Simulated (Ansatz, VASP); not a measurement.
## Si23C25 in VASP and in Ansatz

```
CELL_PARAMETERS angstrom
6.15200 0.00000 0.00000
-4.61400 7.99168 0.00000
0.00000 0.00000 10.09600
ATOMIC_POSITIONS crystal
C 0.16659 0.22302 0.00304
C 0.16659 0.22245 0.16934
C 0.16663 0.22221 0.68774
C 0.16641 0.55621 0.19055
C 0.16879 0.55534 0.69199
C 0.16552 0.88813 0.19033
C 0.16692 0.89020 0.69161
C 0.66749 0.22332 0.19011
C 0.66534 0.22044 0.69265
C 0.66742 0.55539 0.19079
C 0.66354 0.55405 0.69135
C 0.66666 0.88837 0.19050
C 0.66889 0.89103 0.69107
C 0.33228 0.11199 0.43682
C 0.31538 0.12229 0.94684
C 0.33178 0.44265 0.43691
C 0.31424 0.41891 0.94745
C 0.33379 0.77820 0.44106
C 0.33930 0.78262 0.94049
C 0.83584 0.11223 0.43681
C 0.86899 0.12326 0.94698
C 0.83368 0.44447 0.44163
C 0.83558 0.44596 0.93998
C 0.83265 0.77716 0.44113
C 0.82610 0.77242 0.94035
Si 0.16665 0.22226 0.50076
Si 0.16694 0.55268 0.00326
Si 0.16790 0.55511 0.50262
Si 0.16149 0.89044 0.00300
Si 0.16681 0.88994 0.50233
Si 0.66980 0.22560 0.00341
Si 0.66601 0.22129 0.50185
Si 0.65952 0.54873 0.00349
Si 0.66431 0.55432 0.50240
Si 0.67563 0.89317 0.00321
Si 0.66838 0.89043 0.50209
Si 0.33172 0.11226 0.24664
Si 0.32980 0.11311 0.75562
Si 0.33160 0.44232 0.24718
Si 0.32975 0.43957 0.75591
Si 0.33363 0.77817 0.25257
Si 0.33529 0.77933 0.75242
Si 0.83656 0.11234 0.24688
Si 0.84002 0.11337 0.75564
Si 0.83364 0.44459 0.25339
Si 0.83360 0.44443 0.75237
Si 0.83289 0.77738 0.25299
Si 0.83165 0.77682 0.75245
```

Alike in both runs: functional PBE; k mesh 4 × 3 × 2; occupations fermi-dirac, width 0.01 eV; no spin polarisation.

Ansatz relaxed the structure, and its values are those at the end. VASP's run is a single point on that final structure, the one shown.

|  | VASP | Ansatz |
| --- | --- | --- |
| version | VASP 6.6.1 | Ansatz 0.2.0 |
| potentials or method | VASP PAW PBE potentials, release 64 (C, Si) | plane-wave PAW, scalar-relativistic |
| plane-wave cutoff (eV) | 520 | 420 |
| valence electrons in the cell | 192 | 192 |

VASP gave:

```
gap on the k mesh at the Fermi level (eV) : 2.34
pressure (GPa)                            : -1.0
rms of the force components (eV/Å)        : 0.004
```

Q: Estimate Ansatz's values.

A: gap on the k mesh at the Fermi level (eV): 2.35; pressure (GPa): -0.9; rms of the force components (eV/Å): 0.002.

Ansatz's warnings: stress scf threshold loose.
